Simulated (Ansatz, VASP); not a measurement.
## Cu: VASP beside Ansatz

INCAR

```
ALGO = Normal ; EDIFF = 1E-7
ENCUT = 520 ; GGA = PE
ISIF = 2 ; ISMEAR = -1
LASPH = True ; LCHARG = False
LREAL = False ; LWAVE = False
NBANDS = 42 ; NELM = 100
PREC = Accurate ; SIGMA = 0.05
```

Contents of KPOINTS:

```
k-points
0
Gamma
  12 12 2
```

POSCAR

```
Cu
1.0
    2.5036582226      0.0000000000      0.0000000000
   -1.2518291113      2.1682316232      0.0000000000
    0.0000000000      0.0000000000     24.5755892700
Cu
6
Direct
    0.3333333333      0.6666666667      0.7103855800
    0.6666666667      0.3333333333      0.5420091400
    0.0000000000      0.0000000000      0.6262355500
    0.3333333333      0.6666666667      0.4579908600
    0.6666666667      0.3333333333      0.2896144200
    0.0000000000      0.0000000000      0.3737644500
```

File input.yaml:

```yaml
crystal:
  lattice:
    - [2.5036582226, 0.0, 0.0]
    - [-1.2518291113, 2.1682316232, 0.0]
    - [0.0, 0.0, 24.57558927]
  atoms:
    - { symbol: Cu, position: [0.3333333333, 0.6666666667, 0.71038558] }
    - { symbol: Cu, position: [0.6666666667, 0.3333333333, 0.54200914] }
    - { symbol: Cu, position: [0.0, 0.0, 0.62623555] }
    - { symbol: Cu, position: [0.3333333333, 0.6666666667, 0.45799086] }
    - { symbol: Cu, position: [0.6666666667, 0.3333333333, 0.28961442] }
    - { symbol: Cu, position: [0.0, 0.0, 0.37376445] }
hamiltonian:
  xc: pbe
  pseudopotentials: { kind: paw }
kpoints:
  mp_grid: { grid: [12, 12, 2] }
scf:
  occupations: { method: fermi_dirac, width: 0.05 }
output:
  forces: true
  stress: true
  eigenvalues: true
```

Alike in both runs: task single point; functional PBE; k mesh 12 × 12 × 2; occupations fermi-dirac, width 0.05 eV; no spin polarisation.

|  | VASP | Ansatz |
| --- | --- | --- |
| version | VASP 6.6.1 | Ansatz 0.2.0 |
| potentials or method | VASP PAW PBE potentials, release 64 (Cu) | Ansatz PAW |
| plane-wave cutoff (eV) | 520 | 420 |
| valence electrons in the cell | 66 | 114 |

|  | VASP | Ansatz | Ansatz less VASP |
| --- | --- | --- | --- |
| gap on the k mesh at the Fermi level (eV) | none | none | - |
| rms of the force components (eV/Å) | 0.076 | 0.072 | -0.0041 |

Atom by atom the forces differ by 0.004 eV/Å (rms over components). A gap of «none» marks a metal or a gap that the smearing closes. VASP's potentials hold 66 valence electrons a cell and Ansatz's 114, so a difference there can come from the potentials and not from the codes.
